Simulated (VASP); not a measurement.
# Ga (I4/mmm) in VASP: a series of runs

Aim: see how the results for Ga move with the level of theory and the settings. Levels: PBEsol, RPBE, revpbe exchange, lda correlation. Tasks: single point, relaxation of cell and atoms.

Everything below comes from runs of VASP 6.6.1. Logs are shortened: lines on timing, memory, paths and dates and some standing lists are left out, and cuts for length are marked.

**1. The cell of the first run**

It takes space group I4/mmm (No. 139, tetragonal). Conventional cell: a = 2.769 Å, b = 2.769 Å, c = 4.576 Å, α = 90.00°, β = 90.00°, γ = 90.00°. Ga (site symmetry 4/mmm) has 12 Ga at 2.77 to 3.01 Å within 3.6 Å.

**2. Single point, PBEsol (cell strained by -1.0% along z)**

The input, INCAR:

```
GGA = PS ; ISMEAR = 1
SIGMA = 0.05 ; LWAVE = F
LCHARG = F ; ISIF = 2
PREC = Accurate ; LASPH = T
LREAL = F ; ALGO = Normal
EDIFF = 1E-8 ; NELM = 120
GGA_COMPAT = F ; ENCUT = 600
KPAR = 2 ; NBANDS = 25
```

The input, KPOINTS:

```
Automatic mesh
0
Gamma
  26 26 26
  0 0 0
```

The input, POSCAR:

```
Ga
1.0
   -1.3843987196      1.3843987196      2.2881115981
    1.3843987196     -1.3843987196      2.2881115981
    1.3843987196      1.3843987196     -2.2881115981
Ga
1
Direct
    0.0000000000      0.0000000000      0.0000000000
```

Potentials or basis: VASP PAW PBE potentials, release 64 (Ga_d).

The run is started by

```bash
$ cat potpaw_PBE.64/Ga_d/POTCAR > POTCAR
$ mpirun -np 2 vasp_std > vasp.out
```

OUTCAR:

```text
GGA = PS
   ISMEAR = 1
   ISIF = 2
   PREC = Accurate
   LASPH = T
   LREAL = F
   EDIFF = 1E-8
   NELM = 120
   ENCUT = 600

 ion  position               nearest neighbor table
   1  0.000  0.000  0.000-

  LATTYP: Found a body centered tetragonal cell.
 ALAT       =     2.7687974392
 C/A-ratio  =     1.6527836711

  Lattice vectors:

 A1 = (  -1.3843987196,   1.3843987196,   2.2881115981)
 A2 = (   1.3843987196,  -1.3843987196,   2.2881115981)
 A3 = (   1.3843987196,   1.3843987196,  -2.2881115981)

Analysis of symmetry for initial positions (statically):
=====================================================================
 Subroutine PRICEL returns:
 Original cell was already a primitive cell.

 Routine SETGRP: Setting up the symmetry group for a
 body centered tetragonal supercell.

 Subroutine GETGRP returns: Found 16 space group operations
 (whereof 16 operations were pure point group operations)
 out of a pool of 16 trial point group operations.

The static configuration has the point symmetry D_4h.

Analysis of symmetry for dynamics (positions and initial velocities):
=====================================================================
 Subroutine PRICEL returns:
 Original cell was already a primitive cell.

 Routine SETGRP: Setting up the symmetry group for a
 body centered tetragonal supercell.

 Subroutine GETGRP returns: Found 16 space group operations
 (whereof 16 operations were pure point group operations)
 out of a pool of 16 trial point group operations.

The dynamic configuration has the point symmetry D_4h.

 Subroutine INISYM returns: Found 16 space group operations
 (whereof 16 operations are pure point group operations),
 and found     1 'primitive' translations

----------------------------------------------------------------------------------------

                                     Primitive cell

  volume of cell :      17.5412

  direct lattice vectors                    reciprocal lattice vectors
    -1.384398720  1.384398720  2.288111598     0.000000000  0.361167627  0.218520810
     1.384398720 -1.384398720  2.288111598     0.361167627  0.000000000  0.218520810
     1.384398720  1.384398720 -2.288111598     0.361167627  0.361167627  0.000000000

  length of vectors
     3.011407365  3.011407365  3.011407365     0.422129600  0.422129600  0.510768156

  position of ions in fractional coordinates (direct lattice)
     0.000000000  0.000000000  0.000000000

  ion indices of the primitive-cell ions
   primitive index   ion index
                 1           1

----------------------------------------------------------------------------------------

 KPOINTS: Automatic mesh

Automatic generation of k-mesh.
 Grid dimensions read from file:
 generate k-points for:   26   26   26

 Generating k-lattice:

  Cartesian coordinates                     Fractional coordinates (reciprocal lattice)
     0.000000000  0.013891063  0.008404647     0.038461538  0.000000000 -0.000000000
     0.013891063  0.000000000  0.008404647     0.000000000  0.038461538 -0.000000000
     0.013891063  0.013891063  0.000000000     0.000000000  0.000000000  0.038461538

  Length of vectors
     0.016235754  0.016235754  0.019644929

  Shift w.r.t. Gamma in fractional coordinates (k-lattice)
     0.000000000  0.000000000  0.000000000

 Subroutine IBZKPT returns following result:
 ===========================================

 Found   1330 irreducible k-points:

 Following reciprocal coordinates:
            Coordinates               Weight
  0.000000  0.000000  0.000000      1.000000
  0.038462 -0.000000  0.000000      8.000000
  0.076923 -0.000000  0.000000      8.000000
  0.115385  0.000000  0.000000      8.000000
  0.153846  0.000000  0.000000      8.000000
  0.192308  0.000000  0.000000      8.000000
[... 16 lines left out ...]
  0.346154  0.038462  0.000000     16.000000
  0.384615  0.038462  0.000000     16.000000
 [... further k-points ...]
   k-points           NKPTS =   1330   k-points in BZ     NKDIM =   1330   number of bands    NBANDS=     25
   number of dos      NEDOS =    301   number of ions     NIONS =      1
   total plane-waves  NPLWV =  13824
   dimension x,y,z NGX =    24 NGY =   24 NGZ =   24
   dimension x,y,z NGXF=    48 NGYF=   48 NGZF=   48
   ions per type =               1
   NGX,Y,Z   is equivalent  to a cutoff of  13.25, 13.25, 13.25 a.u.
   NGXF,Y,Z  is equivalent  to a cutoff of  26.50, 26.50, 26.50 a.u.
 SYSTEM =  unknown system
   PREC   = accura    normal or accurate (medium, high low for compatibility)
   ISTART =      0    job   : 0-new  1-cont  2-samecut
   ICHARG =      2    charge: 1-file 2-atom 10-const
   ISPIN  =      1    spin polarized calculation?
   LNONCOLLINEAR =      F non collinear calculations
   LSORBIT =      F    spin-orbit coupling
   LASPH  =      T    aspherical Exc in radial PAW
   ENCUT  =  600.0 eV  44.10 Ry    6.64 a.u.   6.01  6.01  6.01*2*pi/ulx,y,z
   NELM   =    120;   NELMIN=  2; NELMDL= -5     # of ELM steps
   EDIFF  = 0.1E-07   stopping-criterion for ELM
   LREAL  =      F    real-space projection
   EDIFFG = 0.1E-06   stopping-criterion for IOM
   NSW    =      0    number of steps for IOM
   IBRION =     -1    ionic relax: 0-MD 1-quasi-New 2-CG
   NFREE  =      0    steps in history (QN), initial steepest desc. (CG)
   ISIF   =      2    stress and relaxation
   ISYM   =      2    0-nonsym 1-usesym 2-fastsym
   POTIM  = 0.5000    time-step for ionic-motion
   TEBEG  =    0.0;   TEEND  =   0.0 temperature during run

   SCALEE = 1.0000    scale energy and forces
   PSTRESS=    0.0 pullay stress
   NELECT =      13.0000    total number of electrons
   NUPDOWN=      -1.0000    fix difference up-down
   EMIN   =  10.00;   EMAX   =-10.00  energy-range for DOS
   EFERMI =   0.00;   METHOD = LEGACY
   ISMEAR =     1;   SIGMA  =   0.05  broadening in eV -4-tet -1-fermi 0-gaus
   EFERMI_NEDOS =   21; number of points for ismear=-14 and -15
   IALGO  =     38    algorithm
   IMIX   =      4    mixing-type and parameters
     AMIX     =   0.40;   BMIX     =  1.00
     AMIX_MAG =   1.60;   BMIX_MAG =  1.00
  volume/ion in A,a.u.               =      17.54       118.37
  Fermi-wavevector in a.u.,A,eV,Ry     =   1.481504  2.799636 29.862793  2.194853
  Thomas-Fermi vector in A             =   2.595406
   LORBIT       =      0    0 simple, 1 ext, 2 COOP (PROOUT), +10 PAW based schemes
   GGA     = PS    functional components
   LHFCALC =     F    Hartree Fock is set to
   AEXX    =    0.0000 exact exchange contribution
   IVDW    =     0    specifies the selected vdW correction
   LEPSILON=     F    determine dielectric tensor
   LRPA    =     F    only Hartree local field effects (RPA)

   CSHIFT  =0.1000    complex shift for real part using Kramers Kronig

   OMEGAMAX=  -1.0    maximum frequency
 non-spin polarized calculation
 Methfessel and Paxton  Order N= 1 SIGMA  =   0.05
  energy-cutoff  :      600.00
  volume of cell :       17.54
 maximum number of plane-waves:       607
   NGX = 11   NGY = 11   NGZ = 11

 number of electron      12.9999997 magnetization

 Free energy of the ion-electron system (eV)
  ---------------------------------------------------
  ext. energy  EPLUGINS =         0.00000000
  ---------------------------------------------------
  free energy    TOTEN  =        -3.33398323 eV

  energy without entropy =       -3.33392563  energy(sigma->0) =       -3.33396403

 E-fermi :   6.1036     XC(G=0): -11.5194

 val. band max:        6.0991176821   @ k =  -0.3462   0.4615   0.2692
 cond. band min:       6.1042665736   @ k =  -0.2692   0.3462   0.1538
 fundamental gap:      0.0051488915
 Fermi energy:         6.1036002901

 k-point     1 :       0.0000    0.0000    0.0000
  band No.  band energies     occupation
      1      -8.9484      2.00000
      2      -8.7854      2.00000
      3      -8.7611      2.00000
      4      -8.7611      2.00000
      5      -8.5931      2.00000
      6      -5.5319      2.00000
[... 10 lines left out ...]
     17      33.4758      0.00000
     18      33.4758      0.00000

 k-point     2 :       0.0385   -0.0000    0.0000
  band No.  band energies     occupation
      1      -8.9457      2.00000
      2      -8.7847      2.00000
      3      -8.7621      2.00000
      4      -8.7594      2.00000
      5      -8.5945      2.00000
      6      -5.4915      2.00000
[... 10 lines left out ...]
     17      32.7046      0.00000
     18      33.2375      0.00000

 k-point     3 :       0.0769   -0.0000    0.0000
  band No.  band energies     occupation
      1      -8.9380      2.00000
      2      -8.7835      2.00000
      3      -8.7634      2.00000
      4      -8.7543      2.00000
      5      -8.5986      2.00000
      6      -5.3700      2.00000
[... 10 lines left out ...]
     17      31.4997      0.00000
     18      32.7300      0.00000

 k-point     4 :       0.1154    0.0000    0.0000
  band No.  band energies     occupation
      1      -8.9275      2.00000
      2      -8.7869      2.00000
      3      -8.7592      2.00000
      4      -8.7466      2.00000
      5      -8.6048      2.00000
      6      -5.1665      2.00000
[... 10 lines left out ...]
     17      30.3115      0.00000
     18      32.3906      0.00000

 k-point     5 :       0.1538    0.0000    0.0000
  band No.  band energies     occupation
      1      -8.9167      2.00000
      2      -8.7971      2.00000
      3      -8.7458      2.00000
      4      -8.7373      2.00000
      5      -8.6120      2.00000
      6      -4.8800      2.00000
[... 10 lines left out ...]
     17      30.6293      0.00000
     18      32.8851      0.00000

 k-point     6 :       0.1923    0.0000    0.0000
  band No.  band energies     occupation
      1      -8.9083      2.00000
      2      -8.8118      2.00000
      3      -8.7280      2.00000
      4      -8.7242      2.00000
      5      -8.6187      2.00000
      6      -4.5096      2.00000
[... 10 lines left out ...]
     17      31.7832      0.00000
     18      34.5128      0.00000

 k-point     7 :       0.2308   -0.0000    0.0000
  band No.  band energies     occupation
      1      -8.9034      2.00000
      2      -8.8293      2.00000
      3      -8.7214      2.00000
      4      -8.6961      2.00000
      5      -8.6225      2.00000
      6      -4.0547      2.00000
[... 10 lines left out ...]
     17      33.0175      0.00000
     18      36.6610      0.00000

 k-point     8 :       0.2692   -0.0000    0.0000
  band No.  band energies     occupation
      1      -8.9019      2.00000
      2      -8.8481      2.00000
      3      -8.7194      2.00000
      4      -8.6639      2.00000
      5      -8.6215      2.00000
      6      -3.5154      2.00000
[... 10 lines left out ...]
     17      34.4007      0.00000
     18      38.9958      0.00000
[... 229 lines left out ...]
     17      32.7107      0.00000
     18      35.1013      0.00000

 k-point    20 :       0.2308    0.0385    0.0000
  band No.  band energies     occupation
      1      -8.9037      2.00000
      2      -8.8312      2.00000
      3      -8.7212      2.00000
      4      -8.6919      2.00000
      5      -8.6188      2.00000
      6      -3.8802      2.00000
[... 10 lines left out ...]
     17      34.0430      0.00000
     18      37.2963      0.00000

 k-point    21 :       0.2692    0.0385    0.0000
  band No.  band energies     occupation
      1      -8.9021      2.00000
      2      -8.8496      2.00000
      3      -8.7200      2.00000
      4      -8.6615      2.00000
      5      -8.6161      2.00000
      6      -3.3185      2.00000
[... 10 lines left out ...]
     17      35.4955      0.00000
     18      39.6303      0.00000

 k-point    22 :       0.3077    0.0385    0.0000
  band No.  band energies     occupation
      1      -8.9033      2.00000
      2      -8.8673      2.00000
      3      -8.7240      2.00000
      4      -8.6302      2.00000
      5      -8.6085      2.00000
      6      -2.6730      2.00000
[... 10 lines left out ...]
     17      37.0253      0.00000
     18      41.7250      0.00000

 k-point    23 :       0.3462    0.0385    0.0000
  band No.  band energies     occupation
      1      -8.9075      2.00000
      2      -8.8817      2.00000
      3      -8.7306      2.00000
      4      -8.6068      2.00000
      5      -8.5926      2.00000
      6      -1.9448      2.00000
[... 10 lines left out ...]
     17      38.5477      0.00000
     18      40.9226      0.00000

 k-point    24 :       0.3846    0.0385    0.0000
  band No.  band energies     occupation
      1      -8.9150      2.00000
      2      -8.8904      2.00000
      3      -8.7376      2.00000
      4      -8.5963      2.00000
      5      -8.5685      2.00000
      6      -1.1359      2.00000
[... 10 lines left out ...]
     17      39.0372      0.00000
     18      40.4687      0.00000

 [... further k-points ...]

 [bands above 18 left out]

------------------------ aborting loop because EDIFF is reached ----------------------------------------

  FORCE on cell =-STRESS in cart. coord.  units (eV):
  Direction    XX          YY          ZZ          XY          YZ          ZX
  --------------------------------------------------------------------------------------
  -------------------------------------------------------------------------------------
  Total        0.1001924      0.1001924      0.0004624      0.0000000      0.0000000      0.0000000
  in kB        9.1513667      9.1513667      0.0422343      0.0000000      0.0000000      0.0000000
  external PRESSURE =       6.1149892 kB  Pullay stress =       0.0000000 kB

 VOLUME and BASIS-vectors are now :
 -----------------------------------------------------------------------------
  energy-cutoff  :      600.00
  volume of cell :       17.54
      direct lattice vectors                 reciprocal lattice vectors
    -1.384398720  1.384398720  2.288111598     0.000000000  0.361167627  0.218520810
     1.384398720 -1.384398720  2.288111598     0.361167627  0.000000000  0.218520810
     1.384398720  1.384398720 -2.288111598     0.361167627  0.361167627  0.000000000

 POSITION                                       TOTAL-FORCE (eV/Angst)
 -----------------------------------------------------------------------------------
      0.00000      0.00000      0.00000         0.000000      0.000000     -0.000000
 -----------------------------------------------------------------------------------
    total drift:                               -0.000000      0.000000      0.000000

  FREE ENERGIE OF THE ION-ELECTRON SYSTEM (eV)
  ---------------------------------------------------
  free  energy   TOTEN  =        -3.3339832257 eV

  energy  without entropy=       -3.3339256280  energy(sigma->0) =       -3.33396403
```

Run time: 3.2 min. Hardware: 2 MPI ranks of Intel Xeon Platinum 8375C at 2.90GHz (Ice Lake), shared host; peak memory 0.58 GiB.

Results:

```yaml
Free_energy: -3.3340 eV
Pressure: 0.6 GPa
Band_gap_on_the_k_mesh: zero (an odd number of electrons rules out a gap without spin polarisation)
```

Levels at points of the mesh, in eV from the Fermi level:
```tsv
k point	band 2	band 3	band 4	band 5	band 6	band 7	band 8	band 9	band 10	band 11
(0.00, 0.00, 0.00)	-14.89	-14.86	-14.86	-14.70	-11.64	12.87	13.07	13.07	16.47	16.60
(0.50, 0.00, 0.00)	-15.00	-14.85	-14.69	-14.64	-4.94	-4.30	8.11	12.12	12.48	16.06
(0.50, 0.50, 0.00)	-15.08	-14.70	-14.68	-14.54	-2.08	-1.01	3.84	5.08	8.04	8.17
```

Caveat: the cell differs from its parent crystal (cell strained by -1.0% along z); the PAW data sets were made with another functional, which shifts forces and pressure a little.

**3. Relaxation of cell and atoms, RPBE (18.78 Å³/atom)**

This run uses another cell than the first one, of 18.78 Å³/atom.

The input, POSCAR:

```
Ga
1.0
   -1.4115506858      1.4115506858      2.3565534592
    1.4115506858     -1.4115506858      2.3565534592
    1.4115506858      1.4115506858     -2.3565534592
Ga
1
Direct
    0.0000000000      0.0000000000      0.0000000000
```

The input, INCAR.step1:

```
GGA = RP
ISMEAR = 1
SIGMA = 0.05
LWAVE = False
LCHARG = False
NSW = 80
PREC = Accurate
LASPH = True
LREAL = False
ALGO = Normal
EDIFF = 1E-7
NELM = 120
GGA_COMPAT = False
IBRION = 2
ISIF = 3
EDIFFG = -0.002
NELMIN = 4
ENCUT = 750
KPAR = 8
POTIM = 0.5
```

The input, INCAR.step4:

```
GGA = RP
ISMEAR = 1
SIGMA = 0.05
LWAVE = False
LCHARG = False
PREC = Accurate
LASPH = True
LREAL = False
ALGO = Normal
EDIFF = 1E-7
NELM = 120
GGA_COMPAT = False
ISIF = 2
ENCUT = 750
KPAR = 8
```

The input, KPOINTS:

```
Automatic mesh
0
Gamma
  18 18 18
  0 0 0
```

Potentials or basis: VASP PAW PBE potentials, release 64 (Ga_d).

The run is started by

```bash
$ cat potpaw_PBE.64/Ga_d/POTCAR > POTCAR
$ cp INCAR.step1 INCAR
$ cp POSCAR.step1 POSCAR
$ mpirun -np 8 vasp_std > vasp.out
$ cp CONTCAR POSCAR
$ mpirun -np 8 vasp_std > vasp.out
$ cp CONTCAR POSCAR
$ mpirun -np 8 vasp_std > vasp.out
$ cp CONTCAR POSCAR
$ cp INCAR.step4 INCAR
$ mpirun -np 8 vasp_std > vasp.out
```

Wall time 3 min (8 MPI ranks of AMD EPYC 7R13 (Zen 3), shared host); peak memory 0.31 GiB.

The run converged. Its results:

```yaml
Free_energy: -2.5385 eV
Relaxed_volume: 19.62 Å³/atom
Relaxed_cell: a = 3.088 Å, b = 3.088 Å, c = 3.088 Å, α = 123.46°, β = 123.46°, γ = 84.10°
Space_group_after_relaxing_to_0.1_Å: I4/mmm (No. 139)
Energy_gained_by_relaxing: 11.8 meV/atom
Ionic_steps: 19
Pressure_after_relaxing: 0.0 GPa
Band_gap_on_the_k_mesh: zero (an odd number of electrons rules out a gap without spin polarisation)
```

Step by step:
| step | energy change (eV) | largest force (eV/Å) | pressure (GPa) | volume (Å³) |
| --- | --- | --- | --- | --- |
| 1 | 0.0000 | 0.0000 | 2.45 | 18.78 |
| 2 | -0.0084 | 0.0000 | 0.35 | 19.57 |
| 3 | -0.0089 | 0.0000 | -0.23 | 19.82 |
| 4 | -0.0098 | 0.0000 | -0.23 | 19.79 |
| 5 | -0.0113 | 0.0000 | -0.11 | 19.71 |
| 6 | -0.0089 | 0.0000 | 0.36 | 19.50 |
| 7 | -0.0103 | 0.0000 | 0.06 | 19.58 |
| 8 | -0.0116 | 0.0000 | -0.09 | 19.67 |
| 9 | -0.0116 | 0.0000 | -0.17 | 19.66 |
| 10 | -0.0116 | 0.0000 | -0.05 | 19.66 |
| 11 | -0.0116 | 0.0000 | 0.03 | 19.63 |
| 12 | -0.0116 | 0.0000 | -0.03 | 19.63 |
| 13 | -0.0116 | 0.0000 | -0.02 | 19.63 |
| 14 | -0.0116 | 0.0000 | -0.01 | 19.63 |
| 15 | -0.0117 | 0.0000 | -0.01 | 19.62 |
| 16 | -0.0118 | 0.0000 | -0.01 | 19.62 |
| 17 | -0.0118 | 0.0000 | 0.03 | 19.62 |
| 18 | -0.0118 | 0.0000 | 0.00 | 19.62 |
| 19 | -0.0118 | 0.0000 | -0.01 | 19.62 |

Final structure:
```cif
data_structure
_symmetry_space_group_name_H-M 'P 1'
_symmetry_Int_Tables_number 1
_cell_length_a 3.0882
_cell_length_b 3.0882
_cell_length_c 3.0882
_cell_angle_alpha 123.463
_cell_angle_beta 123.463
_cell_angle_gamma 84.099
_cell_volume 19.62
loop_
_atom_site_label
_atom_site_type_symbol
_atom_site_fract_x
_atom_site_fract_y
_atom_site_fract_z
_atom_site_occupancy
Ga1 Ga 0.00000 0.00000 0.00000 1
```

Levels at points of the mesh, in eV from the Fermi level:
| k point | band 3 | band 4 | band 5 | band 6 | band 7 | band 8 | band 9 | band 10 |
| --- | --- | --- | --- | --- | --- | --- | --- | --- |
| (0.00, 0.00, 0.00) | -14.92 | -14.90 | -14.80 | -10.79 | 11.81 | 11.81 | 11.83 | 15.38 |
| (0.50, 0.00, 0.00) | -14.91 | -14.77 | -14.74 | -4.90 | -3.82 | 8.19 | 10.69 | 12.18 |
| (0.50, 0.50, 0.00) | -14.77 | -14.76 | -14.68 | -2.03 | -1.71 | 3.93 | 4.72 | 7.60 |

Caveat: the PAW data sets were made with another functional, which shifts forces and pressure a little.

[end of part 1 of 2]
